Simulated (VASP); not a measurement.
# BiPb3 (I4/mmm) in VASP: single point with PBE

Aim: the single point of BiPb3 with PBE.

All numbers are computed with VASP 6.6.1; they aren't measurements. Logs are shortened: lines on timing, memory, paths and dates and some standing lists are left out, and cuts for length are marked.

## (1) The cell of the first run

The structure is tetragonal, space group I4/mmm (No. 139). Conventional cell: a = 4.804 Å, b = 4.804 Å, c = 10.731 Å, α = 90.00°, β = 90.00°, γ = 90.00°. Bi (site symmetry 4/mmm) has 12 Pb at 3.40 to 3.60 Å within 4.5 Å. Within 4.5 Å of Pb (site symmetry 4/mmm) lie 4 Bi at 3.40 Å and 8 Pb at 3.60 Å. Within 4.5 Å of Pb (site symmetry -4m2) lie 8 Pb at 3.40 to 3.60 Å and 4 Bi at 3.60 Å.

## (2) Single point, PBE

The input, INCAR:

```
  PREC = Accurate
  ENCUT = 520
  EDIFF = 1E-6
  ISMEAR = 0
  SIGMA = 0.1
  LREAL = False
  LASPH = True
  NELM = 80
  ALGO = Fast
  ISIF = 2
  LWAVE = False
  LCHARG = False
  GGA = PE
  NBANDS = 36
```

The input, KPOINTS:

```
regular mesh
0
Gamma
  6 6 6
```

The input, POSCAR:

```
BiPb3
1.0
   -2.4020199460      2.4020199460      5.3655510483
    2.4020199460     -2.4020199460      5.3655510483
    2.4020199460      2.4020199460     -5.3655510483
Bi Pb
1 3
Direct
    0.0000000000      0.0000000000      0.0000000000
    0.5000000000      0.5000000000      0.0000000000
    0.2500000000      0.7500000000      0.5000000000
    0.7500000000      0.2500000000      0.5000000000
```

Potentials or basis: VASP PAW PBE potentials, release 64 (Bi_d, Pb_d).

On the command line:

```console
$ cat potpaw_PBE.64/Bi_d/POTCAR potpaw_PBE.64/Pb_d/POTCAR > POTCAR
$ mpirun -np 1 vasp_std > vasp.out
```

OUTCAR:

```text
PREC = Accurate
   ENCUT = 520
   EDIFF = 1E-6
   ISMEAR = 0
   LREAL = False
   LASPH = True
   NELM = 80
   ISIF = 2
   GGA = PE

 ion  position               nearest neighbor table
   1  0.000  0.000  0.000-   2 3.40   2 3.40   2 3.40   2 3.40   4 3.60   3 3.60   4 3.60   3 3.60
                             4 3.60   4 3.60   3 3.60   3 3.60
   2  0.500  0.500  0.000-   1 3.40   1 3.40   1 3.40   1 3.40   4 3.60   3 3.60   4 3.60   3 3.60
                             3 3.60   3 3.60   4 3.60   4 3.60
   3  0.250  0.750  0.500-   4 3.40   4 3.40   4 3.40   4 3.40   2 3.60   1 3.60   2 3.60   1 3.60
                             1 3.60   1 3.60   2 3.60   2 3.60
   4  0.750  0.250  0.500-   3 3.40   3 3.40   3 3.40   3 3.40   2 3.60   1 3.60   2 3.60   1 3.60
                             2 3.60   2 3.60   1 3.60   1 3.60

  LATTYP: Found a body centered tetragonal cell.
 ALAT       =     4.8040398920
 C/A-ratio  =     2.2337662338

  Lattice vectors:

 A1 = (  -2.4020199460,   2.4020199460,   5.3655510483)
 A2 = (   2.4020199460,  -2.4020199460,   5.3655510483)
 A3 = (   2.4020199460,   2.4020199460,  -5.3655510483)

Analysis of symmetry for initial positions (statically):
=====================================================================
 Subroutine PRICEL returns:
 Original cell was already a primitive cell.

 Routine SETGRP: Setting up the symmetry group for a
 body centered tetragonal supercell.

 Subroutine GETGRP returns: Found 16 space group operations
 (whereof 16 operations were pure point group operations)
 out of a pool of 16 trial point group operations.

The static configuration has the point symmetry D_4h.

Analysis of symmetry for dynamics (positions and initial velocities):
=====================================================================
 Subroutine PRICEL returns:
 Original cell was already a primitive cell.

 Routine SETGRP: Setting up the symmetry group for a
 body centered tetragonal supercell.

 Subroutine GETGRP returns: Found 16 space group operations
 (whereof 16 operations were pure point group operations)
 out of a pool of 16 trial point group operations.

The dynamic configuration has the point symmetry D_4h.

 Subroutine INISYM returns: Found 16 space group operations
 (whereof 16 operations are pure point group operations),
 and found     1 'primitive' translations

----------------------------------------------------------------------------------------

                                     Primitive cell

  volume of cell :     123.8305

  direct lattice vectors                    reciprocal lattice vectors
    -2.402019946  2.402019946  5.365551048     0.000000000  0.208158138  0.093187074
     2.402019946 -2.402019946  5.365551048     0.208158138  0.000000000  0.093187074
     2.402019946  2.402019946 -5.365551048     0.208158138  0.208158138  0.000000000

  length of vectors
     6.350475391  6.350475391  6.350475391     0.228064993  0.228064993  0.294380062

  position of ions in fractional coordinates (direct lattice)
     0.000000000  0.000000000  0.000000000
     0.500000000  0.500000000  0.000000000
     0.250000000  0.750000000  0.500000000
     0.750000000  0.250000000  0.500000000

  ion indices of the primitive-cell ions
   primitive index   ion index
                 1           1
                 2           2
                 3           3
                 4           4

----------------------------------------------------------------------------------------

 KPOINTS: regular mesh

Automatic generation of k-mesh.
 Grid dimensions read from file:
 generate k-points for:    6    6    6

 Generating k-lattice:

  Cartesian coordinates                     Fractional coordinates (reciprocal lattice)
     0.000000000  0.034693023  0.015531179     0.166666667  0.000000000  0.000000000
     0.034693023  0.000000000  0.015531179     0.000000000  0.166666667  0.000000000
     0.034693023  0.034693023  0.000000000     0.000000000  0.000000000  0.166666667

  Length of vectors
     0.038010832  0.038010832  0.049063344

  Shift w.r.t. Gamma in fractional coordinates (k-lattice)
     0.000000000  0.000000000  0.000000000

 Subroutine IBZKPT returns following result:
 ===========================================

 Found     30 irreducible k-points:

 Following reciprocal coordinates:
            Coordinates               Weight
  0.000000  0.000000  0.000000      1.000000
  0.166667  0.000000 -0.000000      8.000000
  0.333333  0.000000  0.000000      8.000000
  0.500000  0.000000  0.000000      4.000000
  0.166667  0.166667 -0.000000      8.000000
  0.333333  0.166667  0.000000     16.000000
[... 16 lines left out ...]
 -0.333333 -0.333333  0.166667      8.000000
 -0.166667 -0.333333  0.166667      8.000000
 [... further k-points ...]
   k-points           NKPTS =     30   k-points in BZ     NKDIM =     30   number of bands    NBANDS=     36
   number of dos      NEDOS =    301   number of ions     NIONS =      4
   total plane-waves  NPLWV = 110592
   dimension x,y,z NGX =    48 NGY =   48 NGZ =   48
   dimension x,y,z NGXF=    96 NGYF=   96 NGZF=   96
   ions per type =               1   3
   NGX,Y,Z   is equivalent  to a cutoff of  12.57, 12.57, 12.57 a.u.
   NGXF,Y,Z  is equivalent  to a cutoff of  25.13, 25.13, 25.13 a.u.
 SYSTEM =  unknown system
   PREC   = accura    normal or accurate (medium, high low for compatibility)
   ISTART =      0    job   : 0-new  1-cont  2-samecut
   ICHARG =      2    charge: 1-file 2-atom 10-const
   ISPIN  =      1    spin polarized calculation?
   LNONCOLLINEAR =      F non collinear calculations
   LSORBIT =      F    spin-orbit coupling
   LASPH  =      T    aspherical Exc in radial PAW
   ENCUT  =  520.0 eV  38.22 Ry    6.18 a.u.  11.81 11.81 11.81*2*pi/ulx,y,z
   NELM   =     80;   NELMIN=  2; NELMDL= -5     # of ELM steps
   EDIFF  = 0.1E-05   stopping-criterion for ELM
   LREAL  =      F    real-space projection
   EDIFFG = 0.1E-04   stopping-criterion for IOM
   NSW    =      0    number of steps for IOM
   IBRION =     -1    ionic relax: 0-MD 1-quasi-New 2-CG
   NFREE  =      0    steps in history (QN), initial steepest desc. (CG)
   ISIF   =      2    stress and relaxation
   ISYM   =      2    0-nonsym 1-usesym 2-fastsym
   POTIM  = 0.5000    time-step for ionic-motion
   TEBEG  =    0.0;   TEEND  =   0.0 temperature during run
   PSTRESS=    0.0 pullay stress
   NELECT =      57.0000    total number of electrons
   NUPDOWN=      -1.0000    fix difference up-down
   EMIN   =  10.00;   EMAX   =-10.00  energy-range for DOS
   EFERMI =   0.00;   METHOD = LEGACY
   ISMEAR =     0;   SIGMA  =   0.10  broadening in eV -4-tet -1-fermi 0-gaus
   EFERMI_NEDOS =   21; number of points for ismear=-14 and -15
   IALGO  =     68    algorithm
   IMIX   =      4    mixing-type and parameters
     AMIX     =   0.40;   BMIX     =  1.00
     AMIX_MAG =   1.60;   BMIX_MAG =  1.00
  volume/ion in A,a.u.               =      30.96       208.91
  Fermi-wavevector in a.u.,A,eV,Ry     =   1.264030  2.388670 21.738994  1.597771
  Thomas-Fermi vector in A             =   2.397356
   LORBIT       =      0    0 simple, 1 ext, 2 COOP (PROOUT), +10 PAW based schemes
   GGA     = PE    functional components
   LHFCALC =     F    Hartree Fock is set to
   AEXX    =    0.0000 exact exchange contribution
   IVDW    =     0    specifies the selected vdW correction
   LEPSILON=     F    determine dielectric tensor
   LRPA    =     F    only Hartree local field effects (RPA)
 non-spin polarized calculation
 RMM-DIIS sequential band-by-band and
 Gauss-broadening in eV      SIGMA  =   0.10
  energy-cutoff  :      520.00
  volume of cell :      123.83
 maximum number of plane-waves:      3380
   NGX = 23   NGY = 23   NGZ = 23

 number of electron      57.0000001 magnetization

 Free energy of the ion-electron system (eV)
  ---------------------------------------------------
  ext. energy  EPLUGINS =         0.00000000
  ---------------------------------------------------
  free energy    TOTEN  =       -14.45566445 eV

  energy without entropy =      -14.43807522  energy(sigma->0) =      -14.44686984

 E-fermi :   7.3424     XC(G=0): -10.1387

 val. band max:        7.3418196657   @ k =   0.5000   0.0000   0.0000
 cond. band min:       7.3493484399   @ k =  -0.3333   0.5000   0.3333
 fundamental gap:      0.0075287742
 Fermi energy:         7.3424044529

 k-point     1 :       0.0000    0.0000    0.0000
  band No.  band energies     occupation
      1     -15.4417      2.00000
      2     -15.4385      2.00000
      3     -15.4338      2.00000
      4     -15.4331      2.00000
      5     -15.4331      2.00000
      6     -10.0208      2.00000
[... 28 lines left out ...]
     35      13.9414      0.00000
     36      14.1347      0.00000

 k-point     2 :       0.1667    0.0000   -0.0000
  band No.  band energies     occupation
      1     -15.4412      2.00000
      2     -15.4380      2.00000
      3     -15.4335      2.00000
      4     -15.4331      2.00000
      5     -15.4327      2.00000
      6      -9.9901      2.00000
[... 28 lines left out ...]
     35      13.0503      0.00000
     36      13.6821      0.00000

 k-point     3 :       0.3333    0.0000    0.0000
  band No.  band energies     occupation
      1     -15.4402      2.00000
      2     -15.4371      2.00000
      3     -15.4342      2.00000
      4     -15.4331      2.00000
      5     -15.4302      2.00000
      6      -9.9048      2.00000
[... 28 lines left out ...]
     35      11.1204      0.00000
     36      13.1130      0.00000
[... 742 lines left out ...]
 k-point    23 :      -0.3333   -0.3333    0.1667
  band No.  band energies     occupation
      1     -15.4412      2.00000
      2     -15.4373      2.00000
      3     -15.4337      2.00000
      4     -15.4336      2.00000
      5     -15.4319      2.00000
      6      -9.9707      2.00000
[... 28 lines left out ...]
     35      12.0759      0.00000
     36      12.9503      0.00000

 k-point    24 :      -0.1667   -0.3333    0.1667
  band No.  band energies     occupation
      1     -15.4411      2.00000
      2     -15.4380      2.00000
      3     -15.4337      2.00000
      4     -15.4332      2.00000
      5     -15.4328      2.00000
      6      -9.9888      2.00000
[... 28 lines left out ...]
     35      12.0996      0.00000
     36      12.9553      0.00000

 [... further k-points ...]

------------------------ aborting loop because EDIFF is reached ----------------------------------------

  FORCE on cell =-STRESS in cart. coord.  units (eV):
  Direction    XX          YY          ZZ          XY          YZ          ZX
  --------------------------------------------------------------------------------------
  -------------------------------------------------------------------------------------
  Total        1.6015537      1.6015537      0.9959213      0.0000000      0.0000000     -0.0000000
  in kB       20.7216603     20.7216603     12.8857008      0.0000000      0.0000000     -0.0000000
  external PRESSURE =      18.1096738 kB  Pullay stress =       0.0000000 kB

 VOLUME and BASIS-vectors are now :
 -----------------------------------------------------------------------------
  energy-cutoff  :      520.00
  volume of cell :      123.83
      direct lattice vectors                 reciprocal lattice vectors
    -2.402019946  2.402019946  5.365551048     0.000000000  0.208158138  0.093187074
     2.402019946 -2.402019946  5.365551048     0.208158138  0.000000000  0.093187074
     2.402019946  2.402019946 -5.365551048     0.208158138  0.208158138  0.000000000

 POSITION                                       TOTAL-FORCE (eV/Angst)
 -----------------------------------------------------------------------------------
      0.00000      0.00000      0.00000        -0.000000     -0.000000      0.000000
      0.00000      0.00000      5.36555        -0.000000     -0.000000      0.000000
      2.40202     -0.00000      2.68278        -0.000000      0.000000     -0.000000
     -0.00000      2.40202      2.68278         0.000000      0.000000      0.000000
 -----------------------------------------------------------------------------------
    total drift:                                0.000000     -0.000000      0.000000

  FREE ENERGIE OF THE ION-ELECTRON SYSTEM (eV)
  ---------------------------------------------------
  free  energy   TOTEN  =       -14.4556644518 eV

  energy  without entropy=      -14.4380752182  energy(sigma->0) =      -14.44686984
```

Wall time 6.7 min (1 thread of AMD EPYC 7R13, shared host); peak memory 0.35 GiB.

Results:

```yaml
Free_energy: -14.4557 eV
Pressure: 1.8 GPa
Band_gap_on_the_k_mesh: zero (an odd number of electrons rules out a gap without spin polarisation)
```

Levels at points of the mesh, in eV from the Fermi level:
| k point | band 26 | band 27 | band 28 | band 29 | band 30 | band 31 |
| --- | --- | --- | --- | --- | --- | --- |
| (0.00, 0.00, 0.00) | -2.06 | -2.06 | -1.51 | -1.51 | 0.19 | 0.49 |
| (0.50, 0.00, 0.00) | -1.86 | -1.21 | -0.63 | 0.00 | 0.47 | 1.27 |
| (0.50, 0.50, 0.00) | -4.37 | -2.43 | -2.13 | -0.50 | -0.07 | 3.77 |
| (0.50, 0.50, 0.50) | -3.31 | 0.37 | 0.76 | 0.76 | 1.01 | 1.70 |

Caveat: spin-orbit coupling is left out, which moves the levels of the heavy elements.
